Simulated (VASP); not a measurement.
# Si2Ni (C2/m) in VASP: notebook

Si2Ni is run at these levels: PBE; tasks: single point.

Program: VASP 6.6.1. These are calculated values, not measurements. Logs are shortened: lines on timing, memory, paths and dates and some standing lists are left out, and cuts for length are marked.

**1. The cell of the first run**

The structure is monoclinic, space group C2/m (No. 12). Conventional cell: a = 6.671 Å, b = 3.851 Å, c = 6.671 Å, α = 90.00°, β = 109.47°, γ = 90.00°. Si (site symmetry m) has 4 Ni at 2.29 to 2.56 Å and 6 Si at 2.59 to 2.88 Å within 3.0 Å. Within 2.9 Å of Si (site symmetry m) lie 4 Ni at 2.16 to 2.45 Å and 6 Si at 2.59 to 2.88 Å. Ni (site symmetry m) has 8 Si at 2.16 to 2.56 Å within 2.9 Å.

**2. Single point, PBE (atoms displaced along a vibrational mode)**

INCAR

```
  PREC = Accurate
  ENCUT = 520
  EDIFF = 1E-7
  ISMEAR = 0
  SIGMA = 0.15
  LREAL = False
  LASPH = True
  NELM = 80
  ALGO = Normal
  ISIF = 2
  LWAVE = False
  LCHARG = False
  GGA = PE
  NBANDS = 27
```

KPOINTS

```
Automatic mesh
0
Gamma
  12 12 14
```

POSCAR

```
Si2Ni
1.0
    0.0000000000     -2.7234129054     -2.7234129054
   -2.7234129054      0.0000000000     -2.7234129054
    2.7234129054      2.7234129054     -5.4468258107
Si Ni
4 2
Direct
    0.1051254567      0.1051254567      0.6316248478
    0.6448745433      0.6448745433      0.1183751522
    0.3948745433      0.3948745433      0.8683751522
    0.8551254567      0.8551254567      0.3816248478
    0.5117867430      0.5117867430      0.5006574130
    0.9882132570     -0.0117867430     -0.0006574130
```

Potentials or basis: VASP PAW PBE potentials, release 64 (Si, Ni).

Started as:

```bash
cat potpaw_PBE.64/Si/POTCAR potpaw_PBE.64/Ni/POTCAR > POTCAR
mpirun -np 1 vasp_std > vasp.out
```

OUTCAR:

```text
PREC = Accurate
   ENCUT = 520
   EDIFF = 1E-7
   ISMEAR = 0
   LREAL = False
   LASPH = True
   NELM = 80
   ISIF = 2
   GGA = PE

 ion  position               nearest neighbor table
   1  0.105  0.105  0.632-   5 2.29   5 2.29   6 2.31   5 2.56   3 2.59   3 2.59   4 2.72   4 2.72
                             4 2.72   3 2.88
   2  0.645  0.645  0.118-   6 2.16   5 2.40   6 2.45   6 2.45   4 2.59   3 2.72   3 2.72   3 2.72
                             4 2.88   4 2.88
   3  0.395  0.395  0.868-   6 2.29   6 2.29   5 2.31   6 2.56   1 2.59   1 2.59   2 2.72   2 2.72
                             2 2.72   1 2.88
   4  0.855  0.855  0.382-   5 2.16   6 2.40   5 2.45   5 2.45   2 2.59   1 2.72   1 2.72   1 2.72
                             2 2.88   2 2.88
   5  0.512  0.512  0.501-   4 2.16   1 2.29   1 2.29   3 2.31   2 2.40   4 2.45   4 2.45   1 2.56

   6  0.988  0.988  0.999-   2 2.16   3 2.29   3 2.29   1 2.31   4 2.40   2 2.45   2 2.45   3 2.56

  LATTYP: Found a trigonal (rhomboedric) cell.
 ALAT       =     6.6709719771
 COS(alpha) =     0.8333333333

  Lattice vectors:

 A1 = (   2.7234129054,   5.4468258108,  -2.7234129053)
 A2 = (   5.4468258108,   2.7234129054,  -2.7234129053)
 A3 = (   2.7234129054,   2.7234129054,  -5.4468258107)

Analysis of symmetry for initial positions (statically):
=====================================================================
 Subroutine PRICEL returns:
 Original cell was already a primitive cell.

 Routine SETGRP: Setting up the symmetry group for a
 trigonal (rhombohedral) supercell.

 Subroutine GETGRP returns: Found  4 space group operations
 (whereof  2 operations were pure point group operations)
 out of a pool of 12 trial point group operations.

The static configuration has the point symmetry C_1h.
 The point group associated with its full space group is C_2h.

Analysis of symmetry for dynamics (positions and initial velocities):
=====================================================================
 Subroutine PRICEL returns:
 Original cell was already a primitive cell.

 Routine SETGRP: Setting up the symmetry group for a
 trigonal (rhombohedral) supercell.

 Subroutine GETGRP returns: Found  4 space group operations
 (whereof  2 operations were pure point group operations)
 out of a pool of 12 trial point group operations.

The dynamic configuration has the point symmetry C_1h.
 The point group associated with its full space group is C_2h.

 Subroutine INISYM returns: Found  4 space group operations
 (whereof  2 operations are pure point group operations),
 and found     1 'primitive' translations

----------------------------------------------------------------------------------------

                                     Primitive cell

  volume of cell :      80.7980

  direct lattice vectors                    reciprocal lattice vectors
     0.000000000 -2.723412905 -2.723412905     0.091796583 -0.275389750 -0.091796583
    -2.723412905  0.000000000 -2.723412905    -0.275389750  0.091796583 -0.091796583
     2.723412905  2.723412905 -5.446825811     0.091796583  0.091796583 -0.091796583

  length of vectors
     3.851487467  3.851487467  6.670971977     0.304454824  0.304454824  0.158996346

  position of ions in fractional coordinates (direct lattice)
     0.105125457  0.105125457  0.631624848
     0.644874543  0.644874543  0.118375152
     0.394874543  0.394874543  0.868375152
     0.855125457  0.855125457  0.381624848
     0.511786743  0.511786743  0.500657413
     0.988213257  0.988213257  0.999342587

  ion indices of the primitive-cell ions
   primitive index   ion index
                 1           1
                 2           2
                 3           3
                 4           4
                 5           5
                 6           6

----------------------------------------------------------------------------------------

 KPOINTS: Automatic mesh

[... 22 lines left out ...]
|           W WW W  AAAAAA  RRRRR   N  N N  II  N  N N  G  GGG   !            |
|           WW  WW  A    A  R   R   N   NN  II  N   NN  G    G                |
|           W    W  A    A  R    R  N    N  II  N    N   GGGG   !!!           |
|                                                                             |
|     Your reciprocal lattice and k-lattice belong to different lattice       |
|     classes:                                                                |
|                                                                             |
|        The reciprocal lattice is rhombohedral (trigonal),                   |
|        whereas your k-lattice is base-centered monoclinic.                  |
|                                                                             |
|     Results are often still useful ...                                      |
|                                                                             |
 -----------------------------------------------------------------------------

 WARNING: IBZKPT: internal override: KBLOWUP is changed to .FALSE.
      ... skipping the blow-up phase ...

 Subroutine IBZKPT returns following result:
 ===========================================

 Found    554 irreducible k-points:

 Following reciprocal coordinates:
            Coordinates               Weight
  0.000000  0.000000  0.000000      1.000000
  0.083333  0.000000  0.000000      4.000000
  0.166667  0.000000  0.000000      4.000000
  0.250000  0.000000 -0.000000      4.000000
  0.333333  0.000000  0.000000      4.000000
  0.416667  0.000000  0.000000      4.000000
[... 16 lines left out ...]
  0.500000  0.166667 -0.000000      4.000000
 -0.416667  0.166667  0.000000      4.000000
 [... further k-points ...]
   k-points           NKPTS =    554   k-points in BZ     NKDIM =    554   number of bands    NBANDS=     27
   number of dos      NEDOS =    301   number of ions     NIONS =      6
   total plane-waves  NPLWV =  45000
   dimension x,y,z NGX =    30 NGY =   30 NGZ =   50
   dimension x,y,z NGXF=    60 NGYF=   60 NGZF=  100
   ions per type =               4   2
   NGX,Y,Z   is equivalent  to a cutoff of  12.95, 12.95, 12.46 a.u.
   NGXF,Y,Z  is equivalent  to a cutoff of  25.90, 25.90, 24.92 a.u.
 SYSTEM =  unknown system
   PREC   = accura    normal or accurate (medium, high low for compatibility)
   ISTART =      0    job   : 0-new  1-cont  2-samecut
   ICHARG =      2    charge: 1-file 2-atom 10-const
   ISPIN  =      1    spin polarized calculation?
   LNONCOLLINEAR =      F non collinear calculations
   LSORBIT =      F    spin-orbit coupling
   LASPH  =      T    aspherical Exc in radial PAW
   ENCUT  =  520.0 eV  38.22 Ry    6.18 a.u.   7.16  7.16 12.40*2*pi/ulx,y,z
   NELM   =     80;   NELMIN=  2; NELMDL= -5     # of ELM steps
   EDIFF  = 0.1E-06   stopping-criterion for ELM
   LREAL  =      F    real-space projection
   EDIFFG = 0.1E-05   stopping-criterion for IOM
   NSW    =      0    number of steps for IOM
   IBRION =     -1    ionic relax: 0-MD 1-quasi-New 2-CG
   NFREE  =      0    steps in history (QN), initial steepest desc. (CG)
   ISIF   =      2    stress and relaxation
   ISYM   =      2    0-nonsym 1-usesym 2-fastsym
   POTIM  = 0.5000    time-step for ionic-motion
   TEBEG  =    0.0;   TEEND  =   0.0 temperature during run
   PSTRESS=    0.0 pullay stress
   NELECT =      36.0000    total number of electrons
   NUPDOWN=      -1.0000    fix difference up-down
   EMIN   =  10.00;   EMAX   =-10.00  energy-range for DOS
   EFERMI =   0.00;   METHOD = LEGACY
   ISMEAR =     0;   SIGMA  =   0.15  broadening in eV -4-tet -1-fermi 0-gaus
   EFERMI_NEDOS =   21; number of points for ismear=-14 and -15
   IALGO  =     38    algorithm
   IMIX   =      4    mixing-type and parameters
     AMIX     =   0.40;   BMIX     =  1.00
     AMIX_MAG =   1.60;   BMIX_MAG =  1.00
  volume/ion in A,a.u.               =      13.47        90.88
  Fermi-wavevector in a.u.,A,eV,Ry     =   1.250380  2.362876 21.272046  1.563451
  Thomas-Fermi vector in A             =   2.384377
   LORBIT       =      0    0 simple, 1 ext, 2 COOP (PROOUT), +10 PAW based schemes
   GGA     = PE    functional components
   LHFCALC =     F    Hartree Fock is set to
   AEXX    =    0.0000 exact exchange contribution
   IVDW    =     0    specifies the selected vdW correction
   LEPSILON=     F    determine dielectric tensor
   LRPA    =     F    only Hartree local field effects (RPA)
 non-spin polarized calculation
 Gauss-broadening in eV      SIGMA  =   0.15
  energy-cutoff  :      520.00
  volume of cell :       80.80
 maximum number of plane-waves:      2203
 NGX is ok and might be reduce to    30
   NGX = 15   NGY = 15   NGZ = 25

 number of electron      36.0000005 magnetization

 Free energy of the ion-electron system (eV)
  ---------------------------------------------------
  ext. energy  EPLUGINS =         0.00000000
  ---------------------------------------------------
  free energy    TOTEN  =       -34.21919130 eV

  energy without entropy =      -34.19685306  energy(sigma->0) =      -34.20802218

 E-fermi :  10.0723     XC(G=0): -11.4734

 val. band max:       10.0722960655   @ k =   0.5000   0.0000   0.1429
 cond. band min:      10.0750203449   @ k =  -0.1667  -0.2500   0.0714
 fundamental gap:      0.0027242794
 Fermi energy:        10.0723365729

 k-point     1 :       0.0000    0.0000    0.0000
  band No.  band energies     occupation
      1      -3.5627      2.00000
      2      -0.3419      2.00000
      3       0.1825      2.00000
      4       4.9707      2.00000
      5       4.9718      2.00000
      6       5.0478      2.00000
[... 709 lines left out ...]
     26      16.6255      0.00000
     27      17.0993      0.00000

 [... further k-points ...]

------------------------ aborting loop because EDIFF is reached ----------------------------------------

  FORCE on cell =-STRESS in cart. coord.  units (eV):
  Direction    XX          YY          ZZ          XY          YZ          ZX
  --------------------------------------------------------------------------------------
  -------------------------------------------------------------------------------------
  Total        1.8254584      1.8254584      1.2565099      0.9100483      1.0096604      1.0096603
  in kB       36.1977908     36.1977908     24.9158677     18.0457340     20.0209852     20.0209839
  external PRESSURE =      32.4371498 kB  Pullay stress =       0.0000000 kB

 VOLUME and BASIS-vectors are now :
 -----------------------------------------------------------------------------
  energy-cutoff  :      520.00
  volume of cell :       80.80
      direct lattice vectors                 reciprocal lattice vectors
     0.000000000 -2.723412905 -2.723412905     0.091796583 -0.275389750 -0.091796583
    -2.723412905  0.000000000 -2.723412905    -0.275389750  0.091796583 -0.091796583
     2.723412905  2.723412905 -5.446825811     0.091796583  0.091796583 -0.091796583

 POSITION                                       TOTAL-FORCE (eV/Angst)
 -----------------------------------------------------------------------------------
      1.43388      1.43388     -4.01295        -0.706866     -0.706866     -0.557129
     -1.43388     -1.43388     -4.15729         1.039219      1.039219      1.155759
      1.28954      1.28954     -6.88070         0.706866      0.706866      0.557129
     -1.28954     -1.28954     -6.73636        -1.039219     -1.039219     -1.155759
     -0.03031     -0.03031     -5.51461         0.828257      0.828257      1.705629
      0.03031      0.03031    -10.82587        -0.828257     -0.828257     -1.705629
 -----------------------------------------------------------------------------------
    total drift:                               -0.000000     -0.000000      0.000000

  FREE ENERGIE OF THE ION-ELECTRON SYSTEM (eV)
  ---------------------------------------------------
  free  energy   TOTEN  =       -34.2191912986 eV

  energy  without entropy=      -34.1968530566  energy(sigma->0) =      -34.20802218
```

Run time: 10 min. Hardware: 1 thread of Intel Xeon 6975P-C (Granite Rapids), shared host; peak memory 0.96 GiB.

Results:

```
Free energy            : -34.2192 eV
Pressure               : 3.2 GPa
Largest force          : 2.069 eV/Å
Band gap on the k mesh : zero (bands 18 and 19 overlap by 1.90 eV)
```

Forces in eV/Å, atoms in the order of the input:
```
Si  -0.707 -0.707 -0.557
Si   1.039  1.039  1.156
Si   0.707  0.707  0.557
Si  -1.039 -1.039 -1.156
Ni   0.828  0.828  1.706
Ni  -0.828 -0.828 -1.706
```

Stress tensor (GPa, compression positive):
```
3.62 1.80 2.00
1.80 3.62 2.00
2.00 2.00 2.49
```

Caveat: the cell differs from its parent crystal (atoms displaced along a vibrational mode); the cell stands under pressure; forces of over 1 eV/Å act on the atoms, so gaps and moduli don't describe the material at rest. Spin polarisation is off, so any magnetic state and its effect on volume and gap are missing.

**3. Single point, PBE (atoms displaced along a vibrational mode)**

INCAR

```
PREC = Accurate
ENCUT = 520
EDIFF = 1E-6
ISMEAR = 0
SIGMA = 0.15
LREAL = False
LASPH = True
NELM = 80
ALGO = Normal
ISIF = 2
LWAVE = False
LCHARG = False
GGA = PE
NBANDS = 27
```

KPOINTS is that of step 2.

POSCAR

```
Si2Ni
1.0
    0.0000000000     -2.7234129054     -2.7234129054
   -2.7234129054      0.0000000000     -2.7234129054
    2.7234129054      2.7234129054     -5.4468258107
Si Ni
4 2
Direct
    0.1408996346      0.1408996346      0.6197001218
    0.6091003654      0.6091003654      0.1302998782
    0.3591003654      0.3591003654      0.8802998782
    0.8908996346      0.8908996346      0.3697001218
    0.4905706056      0.4905706056      0.4994740696
    1.0094293944      0.0094293944      0.0005259304
```

Potentials or basis: VASP PAW PBE potentials, release 64 (Si, Ni).

Started as:

```bash
cat potpaw_PBE.64/Si/POTCAR potpaw_PBE.64/Ni/POTCAR > POTCAR
mpirun -np 1 vasp_std > vasp.out
```

It took 39 min on 1 thread of Intel Xeon 8259CL, shared host; peak memory 0.97 GiB.

Results (log left out):

```
Free energy            : -34.4120 eV
Pressure               : 2.0 GPa
Largest force          : 1.610 eV/Å
Band gap on the k mesh : zero (bands 18 and 19 overlap by 1.99 eV)
```

Forces on the atoms (eV/Å):
```
Si   0.785  0.785  0.866
Si  -0.584 -0.584 -0.485
Si  -0.785 -0.785 -0.866
Si   0.584  0.584  0.485
Ni  -0.631 -0.631 -1.340
Ni   0.631  0.631  1.340
```

Stress tensor (GPa, compression positive):
```
2.24 1.13 1.28
1.13 2.24 1.28
1.28 1.28 1.52
```

Levels at points of the mesh, in eV from the Fermi level:
```csv
k point,band 16,band 17,band 18,band 19,band 20,band 21
"(0.00, 0.00, 0.00)",-0.42,1.34,1.54,1.72,1.72,1.76
"(0.50, 0.00, 0.00)",-2.49,-2.27,-2.26,0.23,0.30,3.54
"(0.50, 0.50, 0.00)",-3.02,-1.38,-1.30,-0.45,1.33,1.80
"(0.00, 0.00, 0.50)",-0.19,0.04,0.27,0.94,0.97,2.41
"(0.50, 0.00, 0.50)",-3.02,-1.31,-1.24,-0.44,1.45,1.79
"(0.50, 0.50, 0.50)",-2.42,-2.41,-2.32,0.20,0.36,3.67
```

Caveat: the cell differs from its parent crystal (atoms displaced along a vibrational mode); forces of over 1 eV/Å act on the atoms, so gaps and moduli don't describe the material at rest. Spin polarisation is off, so any magnetic state and its effect on volume and gap are missing.
